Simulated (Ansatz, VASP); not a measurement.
# CuSi15 in VASP and in Ansatz

INCAR

```
SYSTEM = CuSi15
ALGO     = Normal         ! electronic algorithm
EDIFF    = 1E-7           ! SCF threshold, eV
ENCUT    = 520            ! plane-wave cutoff, eV
GGA      = PS             ! functional
ISIF     = 2              ! what is computed and relaxed
ISMEAR   = 0              ! smearing method
ISPIN    = 2              ! spin polarisation
LASPH    = .True.         ! aspherical terms in the spheres
LCHARG   = .False.        ! write CHGCAR
LDAU     = .True.         ! DFT+U
LDAUJ    = 0 0          
LDAUL    = 2 -1           ! shell
LDAUPRINT= 1            
LDAUTYPE = 2            
LDAUU    = 5 0            ! U, eV
LMAXMIX  = 4              ! l up to which the mixer works
LORBIT   = 11             ! projections on sites
LREAL    = Auto         
LWAVE    = .False.        ! write WAVECAR
MAGMOM   = 0 0 0 0 0 0 0 0 0 0 0 0 0 0 0 0 ! initial moments
NBANDS   = 54             ! bands
NELM     = 150            ! most SCF steps
PREC     = Accurate       ! precision mode
SIGMA    = 0.05           ! smearing width, eV
```

The input KPOINTS:

```
k-points
0
Gamma
  3 3 3
  0 0 0
```

Contents of POSCAR:

```
CuSi15
1.0
    0.0000000000      5.4370000000      5.4370000000
    5.4370000000      0.0000000000      5.4370000000
    5.4370000000      5.4370000000      0.0000000000
Cu Si
1 15
Direct
    1.0000000000      1.0000000000      0.0000000000
    0.0002682891      0.0002682891      0.4997317109
    0.0002682891      0.4997317109      0.0002682891
    0.0002682891      0.4997317109      0.4997317109
    0.4997317109      0.0002682891      0.0002682891
    0.4997317109      0.0002682891      0.4997317109
    0.4997317109      0.4997317109      0.0002682891
    0.5000000000      0.5000000000      0.5000000000
    0.1235515995      0.1235515995      0.1235515995
    0.1235515995      0.1235515995      0.6293452016
    0.1235515995      0.6293452016      0.1235515995
    0.1249634952      0.6250121683      0.6250121683
    0.6293452016      0.1235515995      0.1235515995
    0.6250121683      0.1249634952      0.6250121683
    0.6250121683      0.6250121683      0.1249634952
    0.6250121683      0.6250121683      0.6250121683
```

Input for Ansatz:

```yaml
crystal:
  lattice:
    - [0.0, 5.437, 5.437]
    - [5.437, 0.0, 5.437]
    - [5.437, 5.437, 0.0]
  atoms:
    - { symbol: Cu, position: [1.0, 1.0, 0.0], spin: 1.0 }
    - { symbol: Si, position: [0.0002682891, 0.0002682891, 0.4997317109] }
    - { symbol: Si, position: [0.0002682891, 0.4997317109, 0.0002682891] }
    - { symbol: Si, position: [0.0002682891, 0.4997317109, 0.4997317109] }
    - { symbol: Si, position: [0.4997317109, 0.0002682891, 0.0002682891] }
    - { symbol: Si, position: [0.4997317109, 0.0002682891, 0.4997317109] }
    - { symbol: Si, position: [0.4997317109, 0.4997317109, 0.0002682891] }
    - { symbol: Si, position: [0.5, 0.5, 0.5] }
    - { symbol: Si, position: [0.1235515995, 0.1235515995, 0.1235515995] }
    - { symbol: Si, position: [0.1235515995, 0.1235515995, 0.6293452016] }
    - { symbol: Si, position: [0.1235515995, 0.6293452016, 0.1235515995] }
    - { symbol: Si, position: [0.1249634952, 0.6250121683, 0.6250121683] }
    - { symbol: Si, position: [0.6293452016, 0.1235515995, 0.1235515995] }
    - { symbol: Si, position: [0.6250121683, 0.1249634952, 0.6250121683] }
    - { symbol: Si, position: [0.6250121683, 0.6250121683, 0.1249634952] }
    - { symbol: Si, position: [0.6250121683, 0.6250121683, 0.6250121683] }
basis:
  ecutwfc: 420
  ecutrho_ratio: 4
kpoints:
  mp_grid: { grid: [3, 3, 3] }
hamiltonian:
  xc: pbesol
  hubbard:
    sites:
      - { site: 0, l: d, u_eff: 5.0, starting_ns: [{ spin: up, occupation_matrix: s0up }, { spin: down, occupation_matrix: s0down }] }
    occupation_matrices:
      s0up:
        matrix:
          - [0.97, 0.0, 0.0, 0.0, 0.0]
          - [0.0, 0.97, 0.0, 0.0, 0.0]
          - [0.0, 0.0, 0.02, 0.0, 0.0]
          - [0.0, 0.0, 0.0, 0.97, 0.0]
          - [0.0, 0.0, 0.0, 0.0, 0.97]
      s0down:
        matrix:
          - [0.97, 0.0, 0.0, 0.0, 0.0]
          - [0.0, 0.02, 0.0, 0.0, 0.0]
          - [0.0, 0.0, 0.97, 0.0, 0.0]
          - [0.0, 0.0, 0.0, 0.97, 0.0]
          - [0.0, 0.0, 0.0, 0.0, 0.02]
    ns_hold: { iters: 12 }
scf:
  occupations: { method: gaussian, width: 0.05 }
  lower_state_search: "off"
  max_iter: 150
output:
  forces: true
  stress: true
  eigenvalues: true
  populations: true
  hubbard: { sites: [{ site: 0, l: d }] }
magnetization:
  spin_polarized: true
```

Alike in both runs: task single point; functional PBEsol; k mesh 3 × 3 × 3; occupations gaussian, width 0.05 eV; collinear spin; Hubbard terms Cu d U = 5.0 eV.

|  | VASP | Ansatz |
| --- | --- | --- |
| version | VASP 6.6.1 | Ansatz 0.2.0 |
| potentials or method | VASP PAW PBE potentials, release 64 (Cu, Si), cutoff 520 eV | scalar-relativistic, plane waves, PAW |
| valence electrons in the cell | 71 | 79 |

```csv
,VASP,Ansatz,Ansatz less VASP
gap on the k mesh at the Fermi level (eV),none,none,-
pressure (GPa),-1.2,-1.1,+0.02
rms of the force components (eV/Å),0.020,0.001,-0.0191
```

VASP's potentials were made for PBE, not for PBEsol. The programs project onto different local orbitals, so the same U acts differently, and such runs can settle in different states. Atom by atom the forces differ by 0.021 eV/Å (rms over components). A gap of «none» marks a metal or a gap that the smearing closes. VASP's potentials hold 71 valence electrons a cell and Ansatz's 79, so a difference there can come from the potentials and not from the codes. Ansatz's warnings: filled band counts differ across k points, seeded moment not kept, specified occupation not kept, symmetry narrowed by occupation matrices.
